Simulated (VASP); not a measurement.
# MgB2 (P6/mmm) in VASP: notebook, part 2 of 2

VASP 6.6.1. Earlier steps stand in the parts before.

### 3 Single point, PBE (biaxial strain in the a-b plane: -4.5 %, then relaxed in part)

The input, INCAR:

```
PREC = Accurate
ENCUT = 520
EDIFF = 1E-6
ISMEAR = 0
SIGMA = 0.1
LREAL = False
LASPH = True
NELM = 60
ALGO = Normal
ISIF = 2
LWAVE = False
LCHARG = False
GGA = PE
NBANDS = 11
```

The input, KPOINTS:

```
regular mesh
0
Gamma
  15 15 12
```

The input, POSCAR:

```
MgB2
1.0
    2.9344923484      0.0000000000      0.0000000000
   -1.4672461742      2.5413449209      0.0000000000
    0.0000000000      0.0000000000      3.5584394014
Mg B
1 2
Direct
    0.0000000000      0.0000000000      0.0000000000
    0.6666666667      0.3333333333      0.5000000000
    0.3333333333      0.6666666667      0.5000000000
```

Potentials or basis: VASP PAW PBE potentials, release 64 (Mg, B).

Launch:

```console
cat potpaw_PBE.64/Mg/POTCAR potpaw_PBE.64/B/POTCAR > POTCAR
mpirun -np 1 vasp_std > vasp.out
```

OUTCAR:

```text
PREC = Accurate
   ENCUT = 520
   EDIFF = 1E-6
   ISMEAR = 0
   LREAL = False
   LASPH = True
   NELM = 60
   ISIF = 2
   GGA = PE

 ion  position               nearest neighbor table
   1  0.000  0.000  0.000-   2 2.46   3 2.46   2 2.46   3 2.46   3 2.46   3 2.46   2 2.46   2 2.46
                             2 2.46   2 2.46   3 2.46   3 2.46
   2  0.667  0.333  0.500-   3 1.69   3 1.69   3 1.69   1 2.46   1 2.46   1 2.46   1 2.46   1 2.46
                             1 2.46
   3  0.333  0.667  0.500-   2 1.69   2 1.69   2 1.69   1 2.46   1 2.46   1 2.46   1 2.46   1 2.46
                             1 2.46

  LATTYP: Found a hexagonal cell.
 ALAT       =     2.9344923484
 C/A-ratio  =     1.2126252104

  Lattice vectors:

 A1 = (   2.9344923484,   0.0000000000,   0.0000000000)
 A2 = (  -1.4672461742,   2.5413449209,   0.0000000000)
 A3 = (   0.0000000000,   0.0000000000,   3.5584394014)

Analysis of symmetry for initial positions (statically):
=====================================================================
 Subroutine PRICEL returns:
 Original cell was already a primitive cell.

 Routine SETGRP: Setting up the symmetry group for a
 hexagonal supercell.

 Subroutine GETGRP returns: Found 24 space group operations
 (whereof 24 operations were pure point group operations)
 out of a pool of 24 trial point group operations.

The static configuration has the point symmetry D_6h.

Analysis of symmetry for dynamics (positions and initial velocities):
=====================================================================
 Subroutine PRICEL returns:
 Original cell was already a primitive cell.

 Routine SETGRP: Setting up the symmetry group for a
 hexagonal supercell.

 Subroutine GETGRP returns: Found 24 space group operations
 (whereof 24 operations were pure point group operations)
 out of a pool of 24 trial point group operations.

The dynamic configuration has the point symmetry D_6h.

 Subroutine INISYM returns: Found 24 space group operations
 (whereof 24 operations are pure point group operations),
 and found     1 'primitive' translations

----------------------------------------------------------------------------------------

                                     Primitive cell

  volume of cell :      26.5373

  direct lattice vectors                    reciprocal lattice vectors
     2.934492348  0.000000000  0.000000000     0.340774445  0.196746217  0.000000000
    -1.467246174  2.541344921  0.000000000     0.000000000  0.393492435  0.000000000
     0.000000000  0.000000000  3.558439401     0.000000000  0.000000000  0.281022068

  length of vectors
     2.934492348  2.934492348  3.558439401     0.393492435  0.393492435  0.281022068

  position of ions in fractional coordinates (direct lattice)
     0.000000000  0.000000000  0.000000000
     0.666666667  0.333333333  0.500000000
     0.333333333  0.666666667  0.500000000

  ion indices of the primitive-cell ions
   primitive index   ion index
                 1           1
                 2           2
                 3           3

----------------------------------------------------------------------------------------

 KPOINTS: regular mesh

Automatic generation of k-mesh.
 Grid dimensions read from file:
 generate k-points for:   15   15   12

[... 24 lines left out ...]
  0.266667 -0.000000  0.000000      6.000000
  0.333333 -0.000000  0.000000      6.000000
[... 16 lines left out ...]
  0.333333  0.200000  0.000000     12.000000
  0.400000  0.200000  0.000000      6.000000
 [... further k-points ...]
   k-points           NKPTS =    189   k-points in BZ     NKDIM =    189   number of bands    NBANDS=     11
   number of dos      NEDOS =    301   number of ions     NIONS =      3
   total plane-waves  NPLWV =  16128
   dimension x,y,z NGX =    24 NGY =   24 NGZ =   28
   dimension x,y,z NGXF=    48 NGYF=   48 NGZF=   56
   ions per type =               1   2
   NGX,Y,Z   is equivalent  to a cutoff of  13.60, 13.60, 13.08 a.u.
   NGXF,Y,Z  is equivalent  to a cutoff of  27.19, 27.19, 26.16 a.u.
 SYSTEM =  unknown system
   PREC   = accura    normal or accurate (medium, high low for compatibility)
   ISTART =      0    job   : 0-new  1-cont  2-samecut
   ICHARG =      2    charge: 1-file 2-atom 10-const
   ISPIN  =      1    spin polarized calculation?
   LNONCOLLINEAR =      F non collinear calculations
   LSORBIT =      F    spin-orbit coupling
   LASPH  =      T    aspherical Exc in radial PAW
   ENCUT  =  520.0 eV  38.22 Ry    6.18 a.u.   5.46  5.46  6.62*2*pi/ulx,y,z
   NELM   =     60;   NELMIN=  2; NELMDL= -5     # of ELM steps
   EDIFF  = 0.1E-05   stopping-criterion for ELM
   LREAL  =      F    real-space projection
   EDIFFG = 0.1E-04   stopping-criterion for IOM
   NSW    =      0    number of steps for IOM
   IBRION =     -1    ionic relax: 0-MD 1-quasi-New 2-CG
   NFREE  =      0    steps in history (QN), initial steepest desc. (CG)
   ISIF   =      2    stress and relaxation
   ISYM   =      2    0-nonsym 1-usesym 2-fastsym
   POTIM  = 0.5000    time-step for ionic-motion
   TEBEG  =    0.0;   TEEND  =   0.0 temperature during run
   PSTRESS=    0.0 pullay stress
   NELECT =       8.0000    total number of electrons
   NUPDOWN=      -1.0000    fix difference up-down
   EMIN   =  10.00;   EMAX   =-10.00  energy-range for DOS
   EFERMI =   0.00;   METHOD = LEGACY
   ISMEAR =     0;   SIGMA  =   0.10  broadening in eV -4-tet -1-fermi 0-gaus
   EFERMI_NEDOS =   21; number of points for ismear=-14 and -15
   IALGO  =     38    algorithm
   IMIX   =      4    mixing-type and parameters
     AMIX     =   0.40;   BMIX     =  1.00
     AMIX_MAG =   1.60;   BMIX_MAG =  1.00
  volume/ion in A,a.u.               =       8.85        59.69
  Fermi-wavevector in a.u.,A,eV,Ry     =   1.097706  2.074364 16.394460  1.204959
  Thomas-Fermi vector in A             =   2.234071
   LORBIT       =      0    0 simple, 1 ext, 2 COOP (PROOUT), +10 PAW based schemes
   GGA     = PE    functional components
   LHFCALC =     F    Hartree Fock is set to
   AEXX    =    0.0000 exact exchange contribution
   IVDW    =     0    specifies the selected vdW correction
   LEPSILON=     F    determine dielectric tensor
   LRPA    =     F    only Hartree local field effects (RPA)
 non-spin polarized calculation
 Gauss-broadening in eV      SIGMA  =   0.10
  energy-cutoff  :      520.00
  volume of cell :       26.54
 maximum number of plane-waves:       739
 NGX is ok and might be reduce to    24
   NGX = 11   NGY = 11   NGZ = 13

 number of electron       8.0000000 magnetization

 Free energy of the ion-electron system (eV)
  ---------------------------------------------------
  ext. energy  EPLUGINS =         0.00000000
  ---------------------------------------------------
  free energy    TOTEN  =       -15.12593062 eV

  energy without entropy =      -15.12227219  energy(sigma->0) =      -15.12410141

 E-fermi :   6.0307     XC(G=0): -11.2476

 val. band max:        6.0292962000   @ k =   0.0667   0.0667   0.0000
 cond. band min:       6.0449229394   @ k =   0.1333  -0.0000   0.1667
 fundamental gap:      0.0156267395
 Fermi energy:         6.0306559478

 k-point     1 :       0.0000    0.0000    0.0000
  band No.  band energies     occupation
      1      -7.0623      2.00000
      2       2.1896      2.00000
      3       6.6954      0.00000
      4       6.6954      0.00000
      5       6.8201      0.00000
      6      13.2994      0.00000
      7      13.2994      0.00000
      8      16.0501      0.00000
      9      17.1174      0.00000
     10      20.4019      0.00000
     11      22.7249      0.00000
[... 309 lines left out ...]
 k-point    24 :       0.4000    0.2000    0.0000
  band No.  band energies     occupation
      1      -2.2345      2.00000
      2      -1.6864      2.00000
      3       1.4796      2.00000
      4       6.3995      0.00000
      5       8.5667      0.00000
      6      11.2563      0.00000
      7      11.9051      0.00000
      8      14.9954      0.00000
      9      15.6052      0.00000
     10      18.6576      0.00000
     11      21.8077      0.00000

 [... further k-points ...]
[... 5 lines left out ...]
  --------------------------------------------------------------------------------------
  -------------------------------------------------------------------------------------
  Total        4.4391051      4.4391051     -0.0689757      0.0000000     -0.0000000     -0.0000000
  in kB      268.0092867    268.0092867     -4.1643816      0.0000000     -0.0000000     -0.0000000
  external PRESSURE =     177.2847306 kB  Pullay stress =       0.0000000 kB

 VOLUME and BASIS-vectors are now :
 -----------------------------------------------------------------------------
  energy-cutoff  :      520.00
  volume of cell :       26.54
      direct lattice vectors                 reciprocal lattice vectors
     2.934492348  0.000000000  0.000000000     0.340774445  0.196746217  0.000000000
    -1.467246174  2.541344921  0.000000000     0.000000000  0.393492435  0.000000000
     0.000000000  0.000000000  3.558439401     0.000000000  0.000000000  0.281022068

 POSITION                                       TOTAL-FORCE (eV/Angst)
 -----------------------------------------------------------------------------------
      0.00000      0.00000      0.00000        -0.000000     -0.000000      0.000000
      1.46725      0.84711      1.77922        -0.000000     -0.000000      0.000000
     -0.00000      1.69423      1.77922         0.000000      0.000000      0.000000
 -----------------------------------------------------------------------------------
    total drift:                                0.000000     -0.000000      0.000000

  FREE ENERGIE OF THE ION-ELECTRON SYSTEM (eV)
  ---------------------------------------------------
  free  energy   TOTEN  =       -15.1259306187 eV

  energy  without entropy=      -15.1222721937  energy(sigma->0) =      -15.12410141
```

OSZICAR:

```text
N       E                     dE             d eps       ncg     rms          rms(c)
DAV:   1     0.555186284094E+01    0.55519E+01   -0.38771E+03  4454   0.617E+02
DAV:   2    -0.168104905152E+02   -0.22362E+02   -0.20845E+02  5306   0.112E+02
DAV:   3    -0.173881027823E+02   -0.57761E+00   -0.57409E+00  5345   0.150E+01
DAV:   4    -0.173895280393E+02   -0.14253E-02   -0.14251E-02  4917   0.804E-01
DAV:   5    -0.173895332902E+02   -0.52509E-05   -0.52510E-05  5154   0.512E-02    0.612E+00
DAV:   6    -0.154056039986E+02    0.19839E+01   -0.28073E+00  4737   0.760E+00    0.273E+00
DAV:   7    -0.151308130890E+02    0.27479E+00   -0.11091E+00  4901   0.479E+00    0.901E-01
DAV:   8    -0.151349704791E+02   -0.41574E-02   -0.91761E-02  4581   0.169E+00    0.361E-01
DAV:   9    -0.151262554555E+02    0.87150E-02   -0.18735E-02  4608   0.612E-01    0.862E-02
DAV:  10    -0.151259465029E+02    0.30895E-03   -0.22412E-03  4993   0.235E-01    0.273E-02
DAV:  11    -0.151259314976E+02    0.15005E-04   -0.14265E-04  4669   0.703E-02    0.436E-03
DAV:  12    -0.151259306187E+02    0.87887E-06   -0.72487E-06  4701   0.129E-02
   1 F= -.15125931E+02 E0= -.15124101E+02  d E =-.365843E-02
```

stdout:

```text
POSCAR found type information on POSCAR MgB
 POSCAR found :  2 types and       3 ions
 scaLAPACK will be used
 LDA part: xc-table for (Slater+PW92), standard interpolation
 POSCAR, INCAR and KPOINTS ok, starting setup
 FFT: planning ... GRIDC
 FFT: planning ... GRID_SOFT
 FFT: planning ... GRID
 WAVECAR not read
 entering main loop
```

It took 16 s on 1 thread of Intel Xeon 6975P-C (Granite Rapids), shared host; peak memory 0.18 GiB.

What came out:

* Free energy: -15.1259 eV
* Pressure: 17.7 GPa
* Band gap on the k mesh: zero (band 4 reaches 7.54 eV, above the bottom of band 5 at 3.90 eV)

Caveat: the cell differs from its parent crystal (biaxial strain in the a-b plane: -4.5 %, then relaxed in part).

### 4 Single point, PBE (biaxial strain in the a-b plane: -4.5 %)

Changes to INCAR since step 3:

```diff
@@ -2,3 +2,3 @@
 ENCUT = 520
-EDIFF = 1E-6
+EDIFF = 1E-7
 ISMEAR = 0
```

The input, KPOINTS:

```
Automatic mesh
0
Gamma
  15 15 12
```

Changes to POSCAR since step 3:

```diff
@@ -4,3 +4,3 @@
    -1.4672461742      2.5413449209      0.0000000000
-    0.0000000000      0.0000000000      3.5584394014
+    0.0000000000      0.0000000000      3.6271894691
 Mg B
```

Launch:

```console
cat potpaw_PBE.64/Mg/POTCAR potpaw_PBE.64/B/POTCAR > POTCAR
mpirun -np 1 vasp_std > vasp.out
```

It took 18 s on 1 thread of Intel Xeon 6975P-C (Granite Rapids), shared host; peak memory 0.18 GiB.

It converged, with:

| Quantity | Value |
| --- | --- |
| Free energy | -15.1143 eV |
| Pressure | 15.0 GPa |
| Band gap on the k mesh | zero (band 4 reaches 7.32 eV, above the bottom of band 5 at 3.84 eV) |

Stress tensor (GPa, compression positive):
```
26.04  0.00  0.00
 0.00 26.04  0.00
 0.00  0.00 -7.01
```

Levels at points of the mesh, in eV from the Fermi level:
```tsv
k point	band 2	band 3	band 4	band 5	band 6	band 7
(0.00, 0.00, 0.00)	-4.01	0.40	0.71	0.71	7.35	7.35
(0.00, 0.00, 0.50)	-8.13	0.99	0.99	7.53	7.53	8.23
```

Caveat: the cell differs from its parent crystal (biaxial strain in the a-b plane: -4.5 %).

### 5 Overview

| cell | k mesh | gap on the mesh (eV) | pressure (GPa) |
| --- | --- | --- | --- |
| a = 3.063, b = 3.063, c = 3.521 Å, angles 90.0, 90.0, 120.0°, 3 atoms | 6 × 6 × 6 | none | 1.5 |
| a = 2.934, b = 2.934, c = 3.558 Å, angles 90.0, 90.0, 120.0°, 3 atoms | 15 × 15 × 12 | none | 17.7 |
| a = 2.934, b = 2.934, c = 3.627 Å, angles 90.0, 90.0, 120.0°, 3 atoms | 15 × 15 × 12 | none | 15.0 |

Alike in all rows: task single point; level PBE; potentials or basis VASP PAW PBE potentials, release 64 (Mg, B); no spin polarisation; cutoff (eV) 520; smearing gaussian 0.1 eV.

Caveats: some runs use coarse meshes.

Absolute energies hang on the potentials; compare differences alone.
